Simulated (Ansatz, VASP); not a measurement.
**TaSiO4 in VASP and in Ansatz**

```
CELL_PARAMETERS angstrom
3.40104 0.00000 0.00000
-1.70052 2.94539 0.00000
0.00000 0.00000 7.18901
ATOMIC_POSITIONS crystal
Ta 0.00000 0.00000 0.00000
Si 0.00000 0.00000 0.50000
O 0.33333 0.66667 0.00000
O 0.66667 0.33333 0.00000
O 0.00000 0.00000 0.21935
O 0.00000 0.00000 0.78065
```

Alike in both runs: task single point; functional PBE; k mesh 6 × 6 × 4; occupations gaussian, width 0.1 eV; no spin polarisation.

```csv
,VASP,Ansatz
version,VASP 6.6.1,Ansatz 0.2.0
potentials or method,"VASP PAW PBE potentials, release 64 (Ta_sv_GW, Si, O), cutoff 600 eV","scalar-relativistic, plane waves, PAW"
valence electrons in the cell,41,41
```

```tsv
	VASP	Ansatz	Ansatz less VASP
gap on the k mesh at the Fermi level (eV)	none	none	-
rms of the force components (eV/Å)	8.508	8.305	-0.2028
```

Atom by atom the forces differ by 0.203 eV/Å (rms over components). A gap of «none» marks a metal or a gap that the smearing closes.

Neither program's run includes spin-orbit coupling.
